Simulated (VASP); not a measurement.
# Sr8YZr6O24 (a cell with a defect) in VASP: single point with PBEsol

Aim: the single point of Sr8YZr6O24 (a cell with a defect) with PBEsol.

Everything below comes from runs of VASP 6.6.1. Logs are shortened: lines on timing, memory, paths and dates and some standing lists are left out, and cuts for length are marked.

## (1) The cell of the first run

The cell holds a defect, 39 atoms: a = 8.260 Å, b = 8.260 Å, c = 8.260 Å, α = 90.00°, β = 90.00°, γ = 90.00°.

## (2) Single point, PBEsol, collinear spin

The input, INCAR:

```
ALGO     = Normal         # electronic algorithm
EDIFF    = 1E-6           # SCF threshold, eV
ENCUT    = 520            # plane-wave cutoff, eV
GGA      = PS             # functional
GGA_COMPAT= False        
ISIF     = 2              # what is computed and relaxed
ISMEAR   = -1             # smearing method
ISPIN    = 2              # spin polarisation
ISYM     = -1           
LASPH    = True           # aspherical terms in the spheres
LCHARG   = False          # write CHGCAR
LMAXMIX  = 4              # l up to which the mixer works
LORBIT   = 11             # projections on sites
LREAL    = Auto         
LWAVE    = False          # write WAVECAR
MAGMOM   = 0 0 0 0 0 0 0 0 0.091 0 0 0 0 0 0 0.091 0.091 0 0 0 0 0 0 0.091 0.091 0 0 0.091 0.091 0 0 0.091 0.091 0.091 0.091 0 0 0 0 # initial moments
NBANDS   = 182            # bands
NELM     = 200            # most SCF steps
NUPDOWN  = 1.0            # fixed moment
PREC     = Accurate       # precision mode
SIGMA    = 0.05           # smearing width, eV
```

The input, KPOINTS:

```
explicit points
1
Reciprocal
  0.25000000   0.25000000   0.25000000 1
```

The input, POSCAR:

```
Sr8YZr6O24
1.0
    8.2600000000      0.0000000000      0.0000000000
    0.0000000000      8.2600000000      0.0000000000
    0.0000000000      0.0000000000      8.2600000000
Sr Y Zr O
8 1 6 24
Direct
    0.0402990000      0.0228430000      0.9647720000
    0.0156590000      0.0100550000      0.4852520000
    0.9889830000      0.4987110000      0.0039290000
    0.9901890000      0.4930410000      0.5314900000
    0.5111430000      0.0063760000      0.9699750000
    0.5120850000      0.0012530000      0.4968720000
    0.4853110000      0.4894250000      0.0153740000
    0.4607330000      0.4766860000      0.5363930000
    0.2505670000      0.2498440000      0.2504700000
    0.2505130000      0.7497980000      0.2503500000
    0.2505400000      0.7499830000      0.7503130000
    0.7506690000      0.2499630000      0.2505540000
    0.7504980000      0.2497470000      0.7505810000
    0.7507250000      0.7496450000      0.2505360000
    0.7505790000      0.7498370000      0.7504070000
    0.2996810000      0.2115930000      0.0040280000
    0.2017200000      0.2877470000      0.4970920000
    0.2791290000      0.8030760000      0.0003830000
    0.2219410000      0.6966230000      0.5002360000
    0.7127770000      0.2873340000      0.0014570000
    0.7882300000      0.2122720000      0.4997250000
    0.7186280000      0.7072470000      0.0003780000
    0.7827250000      0.7922040000      0.5005750000
    0.9902380000      0.2012980000      0.2031650000
    0.9870280000      0.2884000000      0.7830220000
    0.9989810000      0.7919710000      0.2195240000
    0.9993020000      0.7112580000      0.7793200000
    0.5110030000      0.2980200000      0.2979760000
    0.5139810000      0.2111660000      0.7182630000
    0.5022460000      0.7079270000      0.2808400000
    0.5018560000      0.7884070000      0.7214620000
    0.2791630000      0.9886650000      0.3114380000
    0.2118120000      0.9845440000      0.7095080000
    0.2222050000      0.5110200000      0.1888820000
    0.2891700000      0.5153500000      0.7910170000
    0.6952840000      0.9993940000      0.2253180000
    0.7805390000      0.9986830000      0.7960820000
    0.8063520000      0.5001530000      0.2759680000
    0.7205170000      0.5008810000      0.7050960000
```

Potentials or basis: VASP PAW PBE potentials, release 64 (Sr_sv, Y_sv, Zr_sv, O).

The run is started by

```bash
> cat potpaw_PBE.64/Sr_sv/POTCAR potpaw_PBE.64/Y_sv/POTCAR potpaw_PBE.64/Zr_sv/POTCAR potpaw_PBE.64/O/POTCAR > POTCAR
> mpirun -np 1 vasp_std > vasp.out
```

OUTCAR:

```text
EDIFF = 1E-6
   ENCUT = 520
   GGA = PS
   ISIF = 2
   ISMEAR = -1
   ISPIN = 2
   ISYM = -1
   LASPH = True
   LORBIT = 11
   LREAL = Auto
   NELM = 200
   NUPDOWN = 1.0
   PREC = Accurate

 ion  position               nearest neighbor table
   1  0.040  0.023  0.965-  24 2.49  33 2.56  37 2.57  16 2.67  25 2.69  18 2.70  26 2.86  27 3.01
                            11 3.35   9 3.48  32 3.49  20 3.49  13 3.52  10 3.70  15 3.73  12 3.85
   2  0.016  0.010  0.485-  33 2.47  21 2.52  32 2.61  23 2.64  17 2.76  24 2.82  26 2.84  19 3.10
                            37 3.22  25 3.38   9 3.38  36 3.41  27 3.47  10 3.49  12 3.53  11 3.63
   3  0.989  0.499  0.004-  34 2.46  25 2.52  27 2.56  38 2.71  22 2.82  20 2.87  24 2.96  26 3.01
                            35 3.04  39 3.32  18 3.47  16 3.49  12 3.50  14 3.51  13 3.53  15 3.54
   4  0.990  0.493  0.531-  17 2.45  19 2.56  38 2.60  39 2.65  25 2.68  27 2.73  21 2.87  23 3.02
                            35 3.28  13 3.35  15 3.42  34 3.42  11 3.52  12 3.65  14 3.71   9 3.75
   5  0.511  0.006  0.970-  16 2.45  18 2.56  36 2.60  37 2.65  29 2.68  31 2.73  20 2.87  22 3.02
                            33 3.28  13 3.35  32 3.41  15 3.42  11 3.52  12 3.65  14 3.71   9 3.75
   6  0.512  0.001  0.497-  32 2.46  29 2.52  31 2.56  36 2.71  23 2.82  21 2.87  28 2.95  30 3.01
                            33 3.04  37 3.32  19 3.48  17 3.49  12 3.50  14 3.51  13 3.53  15 3.55
   7  0.485  0.489  0.015-  35 2.47  20 2.52  34 2.61  22 2.64  16 2.76  28 2.83  30 2.84  18 3.10
                            39 3.22  29 3.37   9 3.38  38 3.42  31 3.47  10 3.49  12 3.53  11 3.63
   8  0.461  0.477  0.536-  28 2.50  35 2.56  39 2.57  17 2.67  29 2.69  19 2.70  30 2.87  31 3.01
                            11 3.35   9 3.48  21 3.49  34 3.49  13 3.52  10 3.70  15 3.73  12 3.85
   9  0.251  0.250  0.250-  16 2.10  17 2.10  24 2.22  28 2.22  32 2.23  34 2.23   7 3.38   2 3.38
[... 23 lines left out ...]
  26  0.999  0.792  0.220-  14 2.10  10 2.12   2 2.84   1 2.86   3 3.01
  27  0.999  0.711  0.779-  15 2.09  11 2.11   3 2.56   4 2.73   1 3.01   2 3.47
  28  0.511  0.298  0.298-  12 2.06   9 2.22   8 2.50   7 2.83   6 2.95
  29  0.514  0.211  0.718-  13 2.00   6 2.52   5 2.68   8 2.69   7 3.37
  30  0.502  0.708  0.281-  14 2.10  10 2.12   7 2.84   8 2.87   6 3.01
  31  0.502  0.788  0.721-  15 2.09  11 2.11   6 2.56   5 2.73   8 3.01   7 3.47
  32  0.279  0.989  0.311-  10 2.05   9 2.23   6 2.46   2 2.61   5 3.41   1 3.49
  33  0.212  0.985  0.710-  11 1.99   2 2.47   1 2.56   6 3.04   5 3.28
  34  0.222  0.511  0.189-  10 2.05   9 2.23   3 2.46   7 2.61   4 3.42   8 3.49
  35  0.289  0.515  0.791-  11 1.99   7 2.47   8 2.56   3 3.04   4 3.28
  36  0.695  0.999  0.225-  14 2.12  12 2.13   5 2.60   6 2.71   2 3.41
  37  0.781  0.999  0.796-  15 2.10  13 2.12   1 2.57   5 2.65   2 3.22   6 3.32
  38  0.806  0.500  0.276-  14 2.12  12 2.13   4 2.60   3 2.71   7 3.42
  39  0.721  0.501  0.705-  15 2.10  13 2.12   8 2.57   4 2.65   7 3.22   3 3.32

IMPORTANT INFORMATION: All symmetrisations will be switched off!
NOSYMM: (Re-)initialisation of all symmetry stuff for point group C_1.

----------------------------------------------------------------------------------------

                                     Primitive cell

  volume of cell :     563.5600

[... 343 lines left out ...]
    165       7.9367      0.00000
 Fermi energy:         2.3956040240

 spin component 2

 k-point     1 :       0.2500    0.2500    0.2500
  band No.  band energies     occupation
      1     -44.3982      1.00000
      2     -44.3823      1.00000
      3     -44.2353      1.00000
      4     -44.2218      1.00000
      5     -44.1884      1.00000
      6     -44.1574      1.00000
[... 157 lines left out ...]
    164       7.8343      0.00000
    165       7.9232      0.00000
 [bands above 165 left out]

------------------------ aborting loop because EDIFF is reached ----------------------------------------

  FORCE on cell =-STRESS in cart. coord.  units (eV):
  Direction    XX          YY          ZZ          XY          YZ          ZX
  --------------------------------------------------------------------------------------
  -------------------------------------------------------------------------------------
  Total       -2.6508538     -4.6759041     -7.0772744     -2.3996729      2.0590800     -0.4640348
  in kB       -7.5362660    -13.2933989    -20.1203938     -6.8221692      5.8538780     -1.3192314
  external PRESSURE =     -13.6500196 kB  Pullay stress =       0.0000000 kB

 VOLUME and BASIS-vectors are now :
 -----------------------------------------------------------------------------
  energy-cutoff  :      520.00
  volume of cell :      563.56
      direct lattice vectors                 reciprocal lattice vectors
     8.260000000  0.000000000  0.000000000     0.121065375  0.000000000  0.000000000
     0.000000000  8.260000000  0.000000000     0.000000000  0.121065375  0.000000000
     0.000000000  0.000000000  8.260000000     0.000000000  0.000000000  0.121065375

 POSITION                                       TOTAL-FORCE (eV/Angst)
 -----------------------------------------------------------------------------------
      0.33287      0.18868      7.96902         0.032579      0.029299     -0.002277
      0.12934      0.08305      4.00818         0.051076      0.019662     -0.000178
      8.16900      4.11935      0.03245         0.043067     -0.017091     -0.013244
      8.17896      4.07252      4.39011         0.059219     -0.013842     -0.001346
      4.22204      0.05267      8.01199        -0.058360      0.009502      0.003029
      4.22982      0.01035      4.10416        -0.041854      0.013824      0.013833
[... 31 lines left out ...]
      6.66047      4.13126      2.27950        -0.006270      0.029634     -0.018548
      5.95147      4.13728      5.82409         0.003765      0.057603      0.024489
 -----------------------------------------------------------------------------------
    total drift:                               -0.021780      0.005814     -0.015504

  FREE ENERGIE OF THE ION-ELECTRON SYSTEM (eV)
  ---------------------------------------------------
  free  energy   TOTEN  =      -315.9764334633 eV

  energy  without entropy=     -315.7472432496  energy(sigma->0) =     -315.86183836

 total charge

# of ion       s       p       d       f       tot
--------------------------------------------------
    1        2.001   5.761   0.211   0.000   7.973
    2        2.001   5.760   0.211   0.000   7.972
    3        2.000   5.760   0.212   0.000   7.972
    4        2.002   5.762   0.220   0.000   7.983
    5        2.002   5.762   0.220   0.000   7.983
    6        2.000   5.759   0.212   0.000   7.971
[... 31 lines left out ...]
   38        1.560   3.431   0.000   0.000   4.990
   39        1.557   3.456   0.000   0.000   5.014
--------------------------------------------------
tot         69.014 171.126  11.861   0.215 252.216

 magnetization (x)

# of ion       s       p       d       f       tot
--------------------------------------------------
    1       -0.001  -0.001  -0.003   0.000  -0.005
    2       -0.000  -0.000  -0.001   0.000  -0.001
    3        0.000  -0.000  -0.002   0.000  -0.002
    4       -0.000  -0.000  -0.001   0.000  -0.002
    5       -0.000  -0.000  -0.001   0.000  -0.002
    6        0.000  -0.000  -0.002   0.000  -0.002
[... 31 lines left out ...]
   38       -0.002  -0.109   0.000   0.000  -0.110
   39       -0.000  -0.004   0.000   0.000  -0.004
--------------------------------------------------
tot          0.007   0.881  -0.028   0.001   0.862
```

Wall time 7 min (1 thread of Intel Xeon 6975P-C (Granite Rapids), shared host); peak memory 0.88 GiB.

Results:

```
Free energy                                           : -315.9764 eV
Pressure                                              : -1.4 GPa
Largest force                                         : 0.174 eV/Å
Net moment                                            : 1.00 μB per cell
Site moments                                          : Sr -0.01, -0.00 (each value once); Y +0.01; Zr +0.01, -0.01, -0.00, +0.02, +0.00 (each value once); O +0.11, +0.01, -0.02, -0.06, -0.08, +0.29, -0.10, +0.30, -0.11, -0.01, +0.37, -0.00 (each value once) μB
Valence electrons inside the program's atomic spheres : Sr 7.97, 7.98 (each value once); Y 10.40; Zr 9.72, 9.85, 9.73, 9.67, 9.71 (each value once); O 4.88, 5.00, 5.01, 4.92, 4.99, 5.02, 4.98 (each value once)
```

Forces on the atoms (eV/Å):
```
Sr   0.033  0.029 -0.002
Sr   0.051  0.020  0.000
Sr   0.043 -0.017 -0.013
Sr   0.059 -0.014 -0.001
Sr  -0.058  0.010  0.003
Sr  -0.042  0.014  0.014
Sr  -0.049 -0.014 -0.005
Sr  -0.026 -0.031 -0.001
Y    0.000  0.003  0.001
Zr   0.003  0.003 -0.005
Zr   0.004 -0.001  0.005
Zr  -0.002 -0.007  0.000
Zr   0.005  0.002 -0.002
Zr  -0.007  0.007 -0.007
Zr  -0.007 -0.001  0.006
O    0.037 -0.019 -0.168
O   -0.038  0.025  0.159
O    0.016 -0.038 -0.001
O   -0.015  0.039  0.001
O    0.019 -0.005 -0.001
O   -0.012  0.007  0.004
O    0.016  0.012 -0.018
O   -0.016 -0.015  0.013
O    0.024  0.017  0.017
O    0.128  0.002 -0.023
O    0.032  0.009 -0.006
O   -0.026  0.015 -0.005
O   -0.031 -0.014 -0.015
O   -0.130 -0.001  0.022
O   -0.032 -0.014  0.012
O    0.024 -0.013  0.003
O   -0.008  0.062 -0.019
O   -0.029  0.130 -0.010
O    0.006 -0.068  0.030
O    0.030 -0.137  0.015
O    0.007 -0.027  0.019
O   -0.004 -0.058 -0.028
O   -0.006  0.030 -0.019
O    0.004  0.058  0.024
```

Caveat: the PAW data sets were made with another functional, which shifts forces and pressure a little; the total moment is fixed, so each spin has its own Fermi level and the state may be an excited one.
